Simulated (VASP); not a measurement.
# Ta3N4 (P-3m1) in VASP: further runs, part 2 of 2

VASP 6.6.1.

## 3. Single point, PBE+D3(BJ)

This run uses another cell than the first one, of 11.93 Å³/atom.

INCAR

```
SYSTEM = Ta3N4
ALGO = Normal ; EDIFF = 1E-6
ENCUT = 520 ; GGA = PE
ISIF = 2 ; ISMEAR = 0
IVDW = 12 ; LASPH = .True.
LCHARG = .False. ; LREAL = .False.
LWAVE = .False. ; NBANDS = 36
NELM = 80 ; PREC = Accurate
SIGMA = 0.1
```

KPOINTS

```
k-points
0
Gamma
  6 6 2
  0 0 0
```

POSCAR

```
Ta3N4
1.0
    3.1092417368      0.0000000000      0.0000000000
   -1.5546208684      2.6926823306      0.0000000000
    0.0000000000      0.0000000000      9.9764123422
Ta N
3 4
Direct
    0.0000000000      0.0000000000      0.0000000000
    0.0000000000      0.0000000000      0.2819574443
    0.0000000000      0.0000000000      0.7180425557
    0.3333333333      0.6666666667      0.8639921577
    0.6666666667      0.3333333333      0.1360078423
    0.3333333333      0.6666666667      0.3664533820
    0.6666666667      0.3333333333      0.6335466180
```

Potentials or basis: VASP PAW PBE potentials, release 64 (Ta_pv, N).

Command:

```console
cat potpaw_PBE.64/Ta_pv/POTCAR potpaw_PBE.64/N/POTCAR > POTCAR
mpirun -np 1 vasp_std > vasp.out
```

OUTCAR:

```text
SYSTEM = Ta3N4
   EDIFF = 1E-6
   ENCUT = 520
   GGA = PE
   ISIF = 2
   ISMEAR = 0
   IVDW = 12
   LASPH = .True.
   LREAL = .False.
   NELM = 80
   PREC = Accurate
 IVDW          = 12

 ion  position               nearest neighbor table
   1  0.000  0.000  0.000-   4 2.25   5 2.25   5 2.25   4 2.25   5 2.25   4 2.25   2 2.81   3 2.81

   2  0.000  0.000  0.282-   6 1.98   6 1.98   6 1.98   5 2.31   5 2.31   5 2.31   1 2.81
   3  0.000  0.000  0.718-   7 1.98   7 1.98   7 1.98   4 2.31   4 2.31   4 2.31   1 2.81
   4  0.333  0.667  0.864-   1 2.25   1 2.25   1 2.25   3 2.31   3 2.31   3 2.31
   5  0.667  0.333  0.136-   1 2.25   1 2.25   1 2.25   2 2.31   2 2.31   2 2.31
   6  0.333  0.667  0.366-   2 1.98   2 1.98   2 1.98
   7  0.667  0.333  0.634-   3 1.98   3 1.98   3 1.98

  LATTYP: Found a hexagonal cell.
 ALAT       =     3.1092417368
 C/A-ratio  =     3.2086319388

  Lattice vectors:

 A1 = (   3.1092417368,   0.0000000000,   0.0000000000)
 A2 = (  -1.5546208684,   2.6926823306,   0.0000000000)
 A3 = (   0.0000000000,   0.0000000000,   9.9764123422)

Analysis of symmetry for initial positions (statically):
=====================================================================
 Subroutine PRICEL returns:
 Original cell was already a primitive cell.

 Routine SETGRP: Setting up the symmetry group for a
 hexagonal supercell.

 Subroutine GETGRP returns: Found 12 space group operations
 (whereof 12 operations were pure point group operations)
 out of a pool of 24 trial point group operations.

The static configuration has the point symmetry D_3d.

Analysis of symmetry for dynamics (positions and initial velocities):
=====================================================================
 Subroutine PRICEL returns:
 Original cell was already a primitive cell.

 Routine SETGRP: Setting up the symmetry group for a
 hexagonal supercell.

 Subroutine GETGRP returns: Found 12 space group operations
 (whereof 12 operations were pure point group operations)
 out of a pool of 24 trial point group operations.

The dynamic configuration has the point symmetry D_3d.

 Subroutine INISYM returns: Found 12 space group operations
 (whereof 12 operations are pure point group operations),
 and found     1 'primitive' translations

----------------------------------------------------------------------------------------

                                     Primitive cell

  volume of cell :      83.5245

  direct lattice vectors                    reciprocal lattice vectors
     3.109241737  0.000000000  0.000000000     0.321621824  0.185688447  0.000000000
    -1.554620868  2.692682331  0.000000000     0.000000000  0.371376894  0.000000000
     0.000000000  0.000000000  9.976412342     0.000000000  0.000000000  0.100236434

  length of vectors
     3.109241737  3.109241737  9.976412342     0.371376894  0.371376894  0.100236434

  position of ions in fractional coordinates (direct lattice)
     0.000000000  0.000000000  0.000000000
     0.000000000  0.000000000  0.281957444
     0.000000000  0.000000000  0.718042556
[... 47 lines left out ...]
  0.166667  0.166667  0.000000      6.000000
  0.333333  0.166667  0.000000     12.000000
  0.333333  0.333333  0.000000      2.000000
  0.000000  0.000000  0.500000      1.000000
  0.166667  0.000000  0.500000      6.000000
  0.333333  0.000000  0.500000      6.000000
  0.500000 -0.000000  0.500000      3.000000
  0.166667  0.166667  0.500000      6.000000
  0.333333  0.166667  0.500000     12.000000
  0.333333  0.333333  0.500000      2.000000
   k-points           NKPTS =     14   k-points in BZ     NKDIM =     14   number of bands    NBANDS=     36
   number of dos      NEDOS =    301   number of ions     NIONS =      7
   total plane-waves  NPLWV =  46080
   dimension x,y,z NGX =    24 NGY =   24 NGZ =   80
   dimension x,y,z NGXF=    48 NGYF=   48 NGZF=  160
   ions per type =               3   4
   NGX,Y,Z   is equivalent  to a cutoff of  12.83, 12.83, 13.33 a.u.
   NGXF,Y,Z  is equivalent  to a cutoff of  25.66, 25.66, 26.66 a.u.
 SYSTEM =  Ta3N4
   PREC   = accura    normal or accurate (medium, high low for compatibility)
   ISTART =      0    job   : 0-new  1-cont  2-samecut
   ICHARG =      2    charge: 1-file 2-atom 10-const
   ISPIN  =      1    spin polarized calculation?
   LNONCOLLINEAR =      F non collinear calculations
   LSORBIT =      F    spin-orbit coupling
   LASPH  =      T    aspherical Exc in radial PAW
   ENCUT  =  520.0 eV  38.22 Ry    6.18 a.u.   5.78  5.78 18.55*2*pi/ulx,y,z
   NELM   =     80;   NELMIN=  2; NELMDL= -5     # of ELM steps
   EDIFF  = 0.1E-05   stopping-criterion for ELM
   LREAL  =      F    real-space projection
   EDIFFG = 0.1E-04   stopping-criterion for IOM
   NSW    =      0    number of steps for IOM
   IBRION =     -1    ionic relax: 0-MD 1-quasi-New 2-CG
   NFREE  =      0    steps in history (QN), initial steepest desc. (CG)
   ISIF   =      2    stress and relaxation
   ISYM   =      2    0-nonsym 1-usesym 2-fastsym
   POTIM  = 0.5000    time-step for ionic-motion
   TEBEG  =    0.0;   TEEND  =   0.0 temperature during run
   PSTRESS=    0.0 pullay stress
   NELECT =      53.0000    total number of electrons
   NUPDOWN=      -1.0000    fix difference up-down
   EMIN   =  10.00;   EMAX   =-10.00  energy-range for DOS
   EFERMI =   0.00;   METHOD = LEGACY
   ISMEAR =     0;   SIGMA  =   0.10  broadening in eV -4-tet -1-fermi 0-gaus
   EFERMI_NEDOS =   21; number of points for ismear=-14 and -15
   IALGO  =     38    algorithm
   IMIX   =      4    mixing-type and parameters
     AMIX     =   0.40;   BMIX     =  1.00
     AMIX_MAG =   1.60;   BMIX_MAG =  1.00
  volume/ion in A,a.u.               =      11.93        80.52
  Fermi-wavevector in a.u.,A,eV,Ry     =   1.406788  2.658445 26.926660  1.979054
  Thomas-Fermi vector in A             =   2.529113
   LORBIT       =      0    0 simple, 1 ext, 2 COOP (PROOUT), +10 PAW based schemes
   GGA     = PE    functional components
   LHFCALC =     F    Hartree Fock is set to
   AEXX    =    0.0000 exact exchange contribution
   IVDW    =    12    specifies the selected vdW correction
   LEPSILON=     F    determine dielectric tensor
   LRPA    =     F    only Hartree local field effects (RPA)
 non-spin polarized calculation
 Gauss-broadening in eV      SIGMA  =   0.10
  energy-cutoff  :      520.00
  volume of cell :       83.52
 maximum number of plane-waves:      2262
 NGX is ok and might be reduce to    24
   NGX = 11   NGY = 11   NGZ = 37

 number of electron      52.9999994 magnetization

 Free energy of the ion-electron system (eV)
  ---------------------------------------------------
  ext. energy  EPLUGINS =         0.00000000
  ---------------------------------------------------
  free energy    TOTEN  =       -74.30600930 eV

  energy without entropy =      -74.29171267  energy(sigma->0) =      -74.29886099

 E-fermi :   6.9470     XC(G=0): -12.0875

 val. band max:        6.9080355200   @ k =   0.3333   0.3333   0.0000
 cond. band min:       6.9515549432   @ k =   0.1667   0.0000   0.5000
 fundamental gap:      0.0435194232
 Fermi energy:         6.9470272888

 k-point     1 :       0.0000    0.0000    0.0000
  band No.  band energies     occupation
      1     -29.4342      2.00000
      2     -29.2623      2.00000
      3     -28.9737      2.00000
      4     -28.9737      2.00000
      5     -28.9714      2.00000
      6     -28.9714      2.00000
[... 535 lines left out ...]
     35      11.7619      0.00000
     36      11.7619      0.00000

------------------------ aborting loop because EDIFF is reached ----------------------------------------

 Edisp (eV)   -2.50924

 E8    (eV) :    -1.1259

  FORCE on cell =-STRESS in cart. coord.  units (eV):
  Direction    XX          YY          ZZ          XY          YZ          ZX
  --------------------------------------------------------------------------------------
  -------------------------------------------------------------------------------------
  Total       0.48535     0.48535     0.33888     0.00000     0.00000    -0.00000
  in kB       9.30998     9.30998     6.50051     0.00000     0.00000    -0.00000
  external pressure =        8.37 kB  Pullay stress =        0.00 kB

 VOLUME and BASIS-vectors are now :
 -----------------------------------------------------------------------------
  energy-cutoff  :      520.00
  volume of cell :       83.52
      direct lattice vectors                 reciprocal lattice vectors
     3.109241737  0.000000000  0.000000000     0.321621824  0.185688447  0.000000000
    -1.554620868  2.692682331  0.000000000     0.000000000  0.371376894  0.000000000
     0.000000000  0.000000000  9.976412342     0.000000000  0.000000000  0.100236434

 POSITION                                       TOTAL-FORCE (eV/Angst)
 -----------------------------------------------------------------------------------
      0.00000      0.00000      0.00000        -0.000000      0.000000      0.000000
      0.00000      0.00000      2.81292        -0.000000     -0.000000     -0.038175
      0.00000      0.00000      7.16349         0.000000      0.000000      0.038175
     -0.00000      1.79512      8.61954        -0.000000      0.000000      0.021661
      1.55462      0.89756      1.35687         0.000000     -0.000000     -0.021661
     -0.00000      1.79512      3.65589         0.000000      0.000000      0.088595
      1.55462      0.89756      6.32052        -0.000000     -0.000000     -0.088595
 -----------------------------------------------------------------------------------
    total drift:                                0.000000      0.000000     -0.000000

  FREE ENERGIE OF THE ION-ELECTRON SYSTEM (eV)
  ---------------------------------------------------
  free  energy   TOTEN  =       -76.8152476892 eV

  energy  without entropy=      -76.8009510594  energy(sigma->0) =      -76.80809937
```

Wall time 77 s (1 thread of Intel Xeon 8259CL, shared host); peak memory 0.22 GiB.

Results:

```
Free energy                : -76.8152 eV
Pressure                   : 0.8 GPa
Largest force              : 0.089 eV/Å
Band gap on the k mesh     : zero (an odd number of electrons rules out a gap without spin polarisation)
Dispersion energy per atom : -0.358 eV
```

Forces in eV/Å, atoms in the order of the input:
```
Ta   0.000  0.000  0.000
Ta   0.000  0.000 -0.038
Ta   0.000  0.000  0.038
N    0.000  0.000  0.022
N    0.000  0.000 -0.022
N    0.000  0.000  0.089
N    0.000  0.000 -0.089
```

Stress tensor (GPa, compression positive):
```
0.93 0.00 0.00
0.00 0.93 0.00
0.00 0.00 0.65
```

Levels at points of the mesh, in eV from the Fermi level:
| k point | band 24 | band 25 | band 26 | band 27 | band 28 | band 29 | band 30 | band 31 |
| --- | --- | --- | --- | --- | --- | --- | --- | --- |
| (0.00, 0.00, 0.00) | -2.79 | -2.79 | -1.31 | -0.48 | -0.48 | 0.41 | 0.41 | 1.18 |
| (0.50, 0.00, 0.00) | -3.73 | -3.57 | -2.51 | 0.54 | 1.24 | 2.10 | 2.31 | 2.48 |
| (0.00, 0.00, 0.50) | -2.81 | -2.81 | -0.90 | -0.50 | -0.50 | 0.48 | 0.48 | 1.13 |
| (0.50, 0.00, 0.50) | -3.83 | -3.48 | -2.59 | 0.70 | 1.03 | 2.17 | 2.20 | 2.46 |

Caveat: the k points lie up to 0.39 Å⁻¹ apart, too coarse for converged energies and pressures of a metal; spin-orbit coupling is left out, which moves the levels of the heavy elements.
